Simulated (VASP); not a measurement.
# SnPtSe3 (P6/mmm) in VASP: single point with PBE

Aim: the single point of SnPtSe3 with PBE.

Everything below comes from runs of VASP 6.6.1. Logs are shortened: lines on timing, memory, paths and dates and some standing lists are left out, and cuts for length are marked.

## 1. The cell of the first run

The structure is hexagonal, space group P6/mmm (No. 191). The conventional cell has a = 5.782 Å, b = 5.782 Å, c = 5.179 Å, α = 90.00°, β = 90.00°, γ = 120.00°. Sn (site symmetry 6/mmm) has 2 Pt at 2.59 Å within 3.4 Å. Within 3.4 Å of Pt (site symmetry 6/mmm) lie 2 Sn at 2.59 Å and 6 Se at 2.89 Å. Within 3.8 Å of Se (site symmetry mmm) lie 4 Se at 2.89 Å and 2 Pt at 2.89 Å.

## 2. Single point, PBE

The input, INCAR:

```
SYSTEM = SnPtSe3
PREC     = Accurate       ! precision mode
ENCUT    = 500            ! plane-wave cutoff, eV
EDIFF    = 1E-6           ! SCF threshold, eV
ISMEAR   = 0              ! smearing method
SIGMA    = 0.1            ! smearing width, eV
LREAL    = .FALSE.        ! projectors in reciprocal space
LASPH    = .TRUE.         ! aspherical terms in the spheres
NELM     = 120            ! most SCF steps
ALGO     = Normal         ! electronic algorithm
ISIF     = 2              ! what is computed and relaxed
LWAVE    = .FALSE.        ! write WAVECAR
LCHARG   = .FALSE.        ! write CHGCAR
GGA      = PE             ! functional
NBANDS   = 29             ! bands
GGA_COMPAT= .FALSE.
```

The input, KPOINTS:

```
Automatic mesh
0
G
  3 3 4
  0 0 0
```

The input, POSCAR:

```
SnPtSe3
1.0
    5.7820100800      0.0000000000      0.0000000000
   -2.8910050400      5.0073676100      0.0000000000
    0.0000000000      0.0000000000      5.1790032000
Sn Pt Se
1 1 3
Direct
    0.0000000000      0.0000000000      0.5000000000
    0.0000000000      0.0000000000      0.0000000000
    0.5000000000      0.0000000000      0.0000000000
    0.0000000000      0.5000000000      0.0000000000
    0.5000000000      0.5000000000      0.0000000000
```

Potentials or basis: VASP PAW PBE potentials, release 64 (Sn_d, Pt, Se).

Started as:

```bash
> cat potpaw_PBE.64/Sn_d/POTCAR potpaw_PBE.64/Pt/POTCAR potpaw_PBE.64/Se/POTCAR > POTCAR
> mpirun -np 1 vasp_std > vasp.out
```

OUTCAR:

```text
SYSTEM = SnPtSe3
   PREC = Accurate
   ENCUT = 500
   EDIFF = 1E-6
   ISMEAR = 0
   LREAL = .FALSE.
   LASPH = .TRUE.
   NELM = 120
   ISIF = 2
   GGA = PE

 ion  position               nearest neighbor table
   1  0.000  0.000  0.500-   2 2.59   2 2.59
   2  0.000  0.000  0.000-   1 2.59   1 2.59   5 2.89   4 2.89   4 2.89   5 2.89   3 2.89   3 2.89

   3  0.500  0.000  0.000-   2 2.89   2 2.89
   4  0.000  0.500  0.000-   2 2.89   2 2.89
   5  0.500  0.500  0.000-   2 2.89   2 2.89

  LATTYP: Found a hexagonal cell.
 ALAT       =     5.7820100800
 C/A-ratio  =     0.8957098186

  Lattice vectors:

 A1 = (   5.7820100800,   0.0000000000,   0.0000000000)
 A2 = (  -2.8910050400,   5.0073676100,   0.0000000000)
 A3 = (   0.0000000000,   0.0000000000,   5.1790032000)

Analysis of symmetry for initial positions (statically):
=====================================================================
 Subroutine PRICEL returns:
 Original cell was already a primitive cell.

 Routine SETGRP: Setting up the symmetry group for a
 hexagonal supercell.

 Subroutine GETGRP returns: Found 24 space group operations
 (whereof 24 operations were pure point group operations)
 out of a pool of 24 trial point group operations.

The static configuration has the point symmetry D_6h.

Analysis of symmetry for dynamics (positions and initial velocities):
=====================================================================
 Subroutine PRICEL returns:
 Original cell was already a primitive cell.

 Routine SETGRP: Setting up the symmetry group for a
 hexagonal supercell.

 Subroutine GETGRP returns: Found 24 space group operations
 (whereof 24 operations were pure point group operations)
 out of a pool of 24 trial point group operations.

The dynamic configuration has the point symmetry D_6h.

 Subroutine INISYM returns: Found 24 space group operations
 (whereof 24 operations are pure point group operations),
 and found     1 'primitive' translations

----------------------------------------------------------------------------------------

                                     Primitive cell

  volume of cell :     149.9459

  direct lattice vectors                    reciprocal lattice vectors
     5.782010080  0.000000000  0.000000000     0.172950235  0.099852865  0.000000000
    -2.891005040  5.007367610  0.000000000     0.000000000  0.199705729  0.000000000
     0.000000000  0.000000000  5.179003200     0.000000000  0.000000000  0.193087349

  length of vectors
     5.782010080  5.782010076  5.179003200     0.199705729  0.199705729  0.193087349

  position of ions in fractional coordinates (direct lattice)
     0.000000000  0.000000000  0.500000000
     0.000000000  0.000000000  0.000000000
     0.500000000  0.000000000  0.000000000
     1.000000000  0.500000000  0.000000000
     0.500000000  0.500000000  0.000000000

  ion indices of the primitive-cell ions
   primitive index   ion index
                 1           1
                 2           2
                 3           3
                 4           4
                 5           5

----------------------------------------------------------------------------------------

 KPOINTS: Automatic mesh

Automatic generation of k-mesh.
 Grid dimensions read from file:
 generate k-points for:    3    3    4

 Generating k-lattice:

  Cartesian coordinates                     Fractional coordinates (reciprocal lattice)
     0.057650078  0.033284288  0.000000000     0.333333333  0.000000000  0.000000000
     0.000000000  0.066568576  0.000000000     0.000000000  0.333333333  0.000000000
     0.000000000  0.000000000  0.048271837     0.000000000  0.000000000  0.250000000

  Length of vectors
     0.066568576  0.066568576  0.048271837

  Shift w.r.t. Gamma in fractional coordinates (k-lattice)
     0.000000000  0.000000000  0.000000000

 Subroutine IBZKPT returns following result:
 ===========================================

 Found      9 irreducible k-points:

 Following reciprocal coordinates:
            Coordinates               Weight
  0.000000  0.000000  0.000000      1.000000
  0.333333 -0.000000  0.000000      6.000000
  0.333333  0.333333  0.000000      2.000000
  0.000000  0.000000  0.250000      2.000000
  0.333333 -0.000000  0.250000     12.000000
  0.333333  0.333333  0.250000      4.000000
  0.000000  0.000000  0.500000      1.000000
  0.333333 -0.000000  0.500000      6.000000
  0.333333  0.333333  0.500000      2.000000
   k-points           NKPTS =      9   k-points in BZ     NKDIM =      9   number of bands    NBANDS=     29
   number of dos      NEDOS =    301   number of ions     NIONS =      5
   total plane-waves  NPLWV =  70560
   dimension x,y,z NGX =    42 NGY =   42 NGZ =   40
   dimension x,y,z NGXF=    84 NGYF=   84 NGZF=   80
   ions per type =               1   1   3
   NGX,Y,Z   is equivalent  to a cutoff of  12.08, 12.08, 12.84 a.u.
   NGXF,Y,Z  is equivalent  to a cutoff of  24.15, 24.15, 25.68 a.u.
 SYSTEM =  SnPtSe3
   PREC   = accura    normal or accurate (medium, high low for compatibility)
   ISTART =      0    job   : 0-new  1-cont  2-samecut
   ICHARG =      2    charge: 1-file 2-atom 10-const
   ISPIN  =      1    spin polarized calculation?
   LNONCOLLINEAR =      F non collinear calculations
   LSORBIT =      F    spin-orbit coupling
   LASPH  =      T    aspherical Exc in radial PAW
   ENCUT  =  500.0 eV  36.75 Ry    6.06 a.u.  10.54 10.54  9.44*2*pi/ulx,y,z
   NELM   =    120;   NELMIN=  2; NELMDL= -5     # of ELM steps
   EDIFF  = 0.1E-05   stopping-criterion for ELM
   LREAL  =      F    real-space projection
   EDIFFG = 0.1E-04   stopping-criterion for IOM
   NSW    =      0    number of steps for IOM
   IBRION =     -1    ionic relax: 0-MD 1-quasi-New 2-CG
   NFREE  =      0    steps in history (QN), initial steepest desc. (CG)
   ISIF   =      2    stress and relaxation
   ISYM   =      2    0-nonsym 1-usesym 2-fastsym
   POTIM  = 0.5000    time-step for ionic-motion
   TEBEG  =    0.0;   TEEND  =   0.0 temperature during run
   PSTRESS=    0.0 pullay stress
   NELECT =      42.0000    total number of electrons
   NUPDOWN=      -1.0000    fix difference up-down
   EMIN   =  10.00;   EMAX   =-10.00  energy-range for DOS
   EFERMI =   0.00;   METHOD = LEGACY
   ISMEAR =     0;   SIGMA  =   0.10  broadening in eV -4-tet -1-fermi 0-gaus
   EFERMI_NEDOS =   21; number of points for ismear=-14 and -15
   IALGO  =     38    algorithm
   IMIX   =      4    mixing-type and parameters
     AMIX     =   0.40;   BMIX     =  1.00
     AMIX_MAG =   1.60;   BMIX_MAG =  1.00
  volume/ion in A,a.u.               =      29.99       202.38
  Fermi-wavevector in a.u.,A,eV,Ry     =   1.071140  2.024162 15.610534  1.147342
  Thomas-Fermi vector in A             =   2.206872
   LORBIT       =      0    0 simple, 1 ext, 2 COOP (PROOUT), +10 PAW based schemes
   GGA     = PE    functional components
   LHFCALC =     F    Hartree Fock is set to
   AEXX    =    0.0000 exact exchange contribution
   IVDW    =     0    specifies the selected vdW correction
   LEPSILON=     F    determine dielectric tensor
   LRPA    =     F    only Hartree local field effects (RPA)
 non-spin polarized calculation
 Gauss-broadening in eV      SIGMA  =   0.10
  energy-cutoff  :      500.00
  volume of cell :      149.95
 maximum number of plane-waves:      3835
 NGX is ok and might be reduce to    42
   NGX = 21   NGY = 21   NGZ = 19

 number of electron      42.0000005 magnetization

 Free energy of the ion-electron system (eV)
  ---------------------------------------------------
  ext. energy  EPLUGINS =         0.00000000
  ---------------------------------------------------
  free energy    TOTEN  =       -18.41244179 eV

  energy without entropy =      -18.39378603  energy(sigma->0) =      -18.40311391

 E-fermi :   3.3909     XC(G=0):  -8.7358

 val. band max:        3.1887099608   @ k =   0.3333  -0.0000   0.0000
 cond. band min:       3.3910186296   @ k =   0.3333   0.3333   0.2500
 fundamental gap:      0.2023086687
 Fermi energy:         3.3909384790

 k-point     1 :       0.0000    0.0000    0.0000
  band No.  band energies     occupation
      1     -18.9913      2.00000
      2     -18.9913      2.00000
      3     -18.8720      2.00000
      4     -18.8218      2.00000
      5     -18.8218      2.00000
      6     -11.1154      2.00000
[... 21 lines left out ...]
     28       8.1215      0.00000
     29       9.9342      0.00000

 k-point     2 :       0.3333   -0.0000    0.0000
  band No.  band energies     occupation
      1     -18.9913      2.00000
      2     -18.9911      2.00000
      3     -18.8720      2.00000
      4     -18.8219      2.00000
      5     -18.8218      2.00000
      6     -10.6434      2.00000
[... 21 lines left out ...]
     28       8.7695      0.00000
     29       9.7868      0.00000

 k-point     3 :       0.3333    0.3333    0.0000
  band No.  band energies     occupation
      1     -18.9912      2.00000
      2     -18.9912      2.00000
      3     -18.8719      2.00000
      4     -18.8219      2.00000
      5     -18.8219      2.00000
      6      -9.9448      2.00000
[... 21 lines left out ...]
     28       9.4063      0.00000
     29       9.4063      0.00000

 k-point     4 :       0.0000    0.0000    0.2500
  band No.  band energies     occupation
      1     -18.9912      2.00000
      2     -18.9912      2.00000
      3     -18.8482      2.00000
      4     -18.8197      2.00000
      5     -18.8197      2.00000
      6     -11.0977      2.00000
[... 21 lines left out ...]
     28       9.0471      0.00000
     29       9.8974      0.00000

 k-point     5 :       0.3333   -0.0000    0.2500
  band No.  band energies     occupation
      1     -18.9912      2.00000
      2     -18.9911      2.00000
      3     -18.8481      2.00000
      4     -18.8198      2.00000
      5     -18.8198      2.00000
      6     -10.6282      2.00000
[... 21 lines left out ...]
     28       9.4718      0.00000
     29       9.9087      0.00000

 k-point     6 :       0.3333    0.3333    0.2500
  band No.  band energies     occupation
      1     -18.9911      2.00000
      2     -18.9911      2.00000
      3     -18.8481      2.00000
      4     -18.8198      2.00000
      5     -18.8198      2.00000
      6      -9.9339      2.00000
[... 21 lines left out ...]
     28       9.7172      0.00000
     29       9.7172      0.00000

 k-point     7 :       0.0000    0.0000    0.5000
  band No.  band energies     occupation
      1     -18.9912      2.00000
      2     -18.9912      2.00000
      3     -18.8242      2.00000
      4     -18.8176      2.00000
      5     -18.8176      2.00000
      6     -11.0799      2.00000
[... 21 lines left out ...]
     28       9.6021      0.00000
     29      10.3413      0.00000

 k-point     8 :       0.3333   -0.0000    0.5000
  band No.  band energies     occupation
      1     -18.9912      2.00000
      2     -18.9910      2.00000
      3     -18.8241      2.00000
      4     -18.8178      2.00000
      5     -18.8177      2.00000
      6     -10.6129      2.00000
[... 21 lines left out ...]
     28       9.4509      0.00000
     29      10.6615      0.00000

 k-point     9 :       0.3333    0.3333    0.5000
  band No.  band energies     occupation
      1     -18.9911      2.00000
      2     -18.9911      2.00000
      3     -18.8241      2.00000
      4     -18.8178      2.00000
      5     -18.8178      2.00000
      6      -9.9230      2.00000
[... 21 lines left out ...]
     28       9.3795      0.00000
     29       9.8940      0.00000

------------------------ aborting loop because EDIFF is reached ----------------------------------------

  FORCE on cell =-STRESS in cart. coord.  units (eV):
  Direction    XX          YY          ZZ          XY          YZ          ZX
  --------------------------------------------------------------------------------------
  -------------------------------------------------------------------------------------
  Total       -1.8564594     -1.8564594     -0.6153584      0.0000000      0.0000000      0.0000000
  in kB      -19.8363402    -19.8363402     -6.5751285      0.0000000      0.0000000      0.0000000
  external PRESSURE =     -15.4159363 kB  Pullay stress =       0.0000000 kB

 VOLUME and BASIS-vectors are now :
 -----------------------------------------------------------------------------
  energy-cutoff  :      500.00
  volume of cell :      149.95
      direct lattice vectors                 reciprocal lattice vectors
     5.782010080  0.000000000  0.000000000     0.172950235  0.099852865  0.000000000
    -2.891005040  5.007367610  0.000000000     0.000000000  0.199705729  0.000000000
     0.000000000  0.000000000  5.179003200     0.000000000  0.000000000  0.193087349

 POSITION                                       TOTAL-FORCE (eV/Angst)
 -----------------------------------------------------------------------------------
      0.00000      0.00000      2.58950         0.000000      0.000000      0.000000
      0.00000      0.00000      0.00000         0.000000      0.000000      0.000000
      2.89101      0.00000      0.00000        -0.000000      0.000000      0.000000
     -1.44550      2.50368      0.00000         0.000000      0.000000      0.000000
      1.44550      2.50368      0.00000        -0.000000      0.000000      0.000000
 -----------------------------------------------------------------------------------
    total drift:                                0.000000      0.000000     -0.000000

  FREE ENERGIE OF THE ION-ELECTRON SYSTEM (eV)
  ---------------------------------------------------
  free  energy   TOTEN  =       -18.4124417897 eV

  energy  without entropy=      -18.3937860327  energy(sigma->0) =      -18.40311391
```

Wall time 62 s (1 thread of AMD EPYC 7R13 (Zen 3), shared host); peak memory 0.22 GiB.

Results:

```yaml
Free_energy: -18.4124 eV
Pressure: -1.5 GPa
Band_gap_on_the_k_mesh: zero (band 21 reaches 3.81 eV, above the bottom of band 22 at 2.92 eV)
```

Levels at points of the mesh, in eV from the Fermi level:
| k point | band 17 | band 18 | band 19 | band 20 | band 21 | band 22 | band 23 | band 24 | band 25 | band 26 |
| --- | --- | --- | --- | --- | --- | --- | --- | --- | --- | --- |
| (0.00, 0.00, 0.00) | -2.71 | -2.42 | -0.56 | -0.56 | 0.42 | 0.72 | 1.07 | 1.07 | 1.13 | 2.85 |
| (0.00, 0.00, 0.50) | -2.71 | -2.71 | -2.09 | -0.87 | -0.87 | 1.14 | 1.49 | 1.49 | 2.73 | 2.73 |

Caveat: the k points lie up to 0.42 Å⁻¹ apart; spin-orbit coupling is left out, which moves the levels of the heavy elements.
